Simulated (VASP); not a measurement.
CuO, 4 atoms in the cell. It takes space group Cc (No. 9, monoclinic). Conventional cell: a = 4.693 Å, b = 3.428 Å, c = 5.137 Å, α = 90.00°, β = 99.55°, γ = 90.00°. Within 2.5 Å of Cu (site symmetry 1) lie 4 O at 1.89 to 2.04 Å. Within 2.5 Å of O (site symmetry 1) lie 4 Cu at 1.89 to 2.04 Å. 

```yaml
Program: VASP 6.6.1
Task: single point
Functional: r2SCAN
Potentials_or_basis: VASP PAW PBE potentials, release 64 (Cu, O)
Cutoff: 520 eV
k_mesh: 7 × 7 × 4
Occupations: fermi-dirac, width 0.05 eV
Spin: collinear spin, ferromagnetic start
Starting_moments: "[0.03, 0.03, 0.0, 0.0] μB"
Dipole_correction: no
Further_INCAR_settings: ALGO = Normal; EDIFF = 1e-06; NBANDS = 29
```

Potentials or basis: VASP PAW PBE potentials, release 64 (Cu, O).

Command:

```bash
$ cat potpaw_PBE.64/Cu/POTCAR potpaw_PBE.64/O/POTCAR > POTCAR
$ cp INCAR.step1 INCAR
$ mpirun -np 1 vasp_std > vasp.out
$ cp INCAR.step2 INCAR
$ mpirun -np 1 vasp_std > vasp.out
```

Hardware: 1 thread of Intel(R) Xeon(R) Platinum 8259CL CPU @ 2.50GHz (Skylake/Cascade Lake), on a shared host.

Problem. Estimate the wall time of this run.

Solution. Wall time 7.6 min on 1 thread of Intel(R) Xeon(R) Platinum 8259CL CPU @ 2.50GHz (Skylake/Cascade Lake), with other jobs on the host, peak memory 0.25 GiB. Counts: k points 60.
